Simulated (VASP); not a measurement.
SiGe2: relaxation of cell and atoms with PBE

Crystal: SiGe2.

```
Si Ge
1.0
     3.82120    0.00000    0.00000
    -1.91060    3.30926    0.00000
     0.00000    0.00000    9.36000
Si Ge
2 4
Direct
  0.00000 0.00000 0.87500
  0.00000 0.00000 0.12500
  0.66667 0.33333 0.54167
  0.33333 0.66667 0.20833
  0.66667 0.33333 0.79167
  0.33333 0.66667 0.45833
```

```json
{
  "Program": "VASP 6.6.1",
  "Task": "relaxation of cell and atoms",
  "Functional": "PBE",
  "Potentials or basis": "VASP PAW PBE potentials, release 64 (Si, Ge_d)",
  "Cutoff": "600 eV",
  "k mesh": "12 × 12 × 4",
  "Occupations": "fermi-dirac, width 0.02 eV",
  "Spin": "no spin polarisation",
  "Dipole correction": "no",
  "Further INCAR settings": "ALGO = Normal; EDIFF = 1e-06; IBRION = 2; EDIFFG = -0.005; NSW = 80; ISIF = 3"
}
```

```yaml
Relaxed_volume: 22.56 Å³/atom
Relaxed_cell: a = 3.996 Å, b = 3.996 Å, c = 9.786 Å, α = 90.00°, β = 90.00°, γ = 120.00°
Space_group_after_relaxing_to_0.1_Å: P-3m1 (No. 164)
Energy_gained_by_relaxing: 107.5 meV/atom
Ionic_steps: 26
Pressure_after_relaxing: 0.0 GPa
Largest_force_after_relaxing: 0.003 eV/Å
Band_gap_on_the_k_mesh: 0.44 eV (least direct gap 0.56 eV)
```

Forces on the atoms (eV/Å):
```
Si   0.000  0.000  0.003
Si   0.000  0.000 -0.003
Ge   0.000  0.000  0.002
Ge   0.000  0.000  0.003
Ge   0.000  0.000 -0.003
Ge   0.000  0.000 -0.002
```

The path:
| step | energy change (eV) | largest force (eV/Å) | pressure (GPa) | volume (Å³) |
| --- | --- | --- | --- | --- |
| 1 | 0.0000 | 0.6165 | 12.66 | 118.36 |
| 2 | -0.4440 | 0.1958 | -4.70 | 147.12 |
| 3 | -0.6226 | 0.2995 | -0.18 | 135.70 |
| 4 | -0.6224 | 0.3059 | -0.08 | 135.33 |
| 5 | -0.6350 | 0.2326 | 0.10 | 135.15 |
| 6 | -0.6415 | 0.1848 | 0.29 | 134.85 |
| 7 | -0.6433 | 0.1132 | -0.09 | 135.65 |
| 8 | -0.6444 | 0.0650 | 0.03 | 135.35 |
| 9 | -0.6448 | 0.0103 | -0.05 | 135.41 |
| 10 | -0.6448 | 0.0084 | -0.02 | 135.41 |
| 11 | -0.6448 | 0.0083 | 0.00 | 135.41 |
| 12 | -0.6448 | 0.0074 | -0.05 | 135.42 |
| 13 | -0.6448 | 0.0072 | 0.00 | 135.42 |
| 14 | -0.6448 | 0.0057 | -0.01 | 135.42 |
| 15 | -0.6448 | 0.0062 | -0.02 | 135.42 |
| 16 | -0.6448 | 0.0071 | -0.02 | 135.42 |
| 17 | -0.6448 | 0.0065 | 0.02 | 135.37 |
| 18 | -0.6448 | 0.0083 | -0.13 | 135.40 |
| 19 | -0.6448 | 0.0059 | 0.07 | 135.38 |
| 20 | -0.6448 | 0.0073 | -0.02 | 135.39 |
| 21 | -0.6448 | 0.0017 | 0.14 | 135.34 |
| 22 | -0.6448 | 0.0066 | -0.12 | 135.38 |
| 23 | -0.6448 | 0.0027 | 0.09 | 135.36 |
| 24 | -0.6448 | 0.0051 | -0.06 | 135.37 |
| 25 | -0.6448 | 0.0032 | -0.02 | 135.36 |
| 26 | -0.6448 | 0.0032 | 0.00 | 135.36 |

Final structure:
```
Si Ge
1.0
     3.99639    0.00000    0.00000
    -1.99820    3.46098    0.00000
     0.00000    0.00000    9.78647
Si Ge
2 4
Direct
  0.00000 0.00000 0.87927
  0.00000 0.00000 0.12073
  0.66667 0.33333 0.54367
  0.33333 0.66667 0.20181
  0.66667 0.33333 0.79819
  0.33333 0.66667 0.45633
```

Levels at points of the mesh, in eV from the valence-band top:
| k point | band 29 | band 30 | band 31 | band 32 | band 33 | band 34 | band 35 | band 36 |
| --- | --- | --- | --- | --- | --- | --- | --- | --- |
| (0.00, 0.00, 0.00) | -1.01 | -0.08 | 0.00 | 0.00 | 0.56 | 0.74 | 0.86 | 2.45 |
| (0.50, 0.00, 0.00) | -2.87 | -2.86 | -1.92 | -1.80 | 0.74 | 0.74 | 1.74 | 1.78 |
| (0.00, 0.00, 0.50) | -0.63 | -0.63 | -0.36 | -0.36 | 0.46 | 1.24 | 1.32 | 2.94 |
| (0.50, 0.00, 0.50) | -2.76 | -2.52 | -1.32 | -1.32 | 0.44 | 0.93 | 1.21 | 2.68 |

Run time: 71 min on 1 thread of Oxide Virtual Turin-like Processor (shared host), peak memory 0.45 GiB.

A k mesh can miss the band edges.
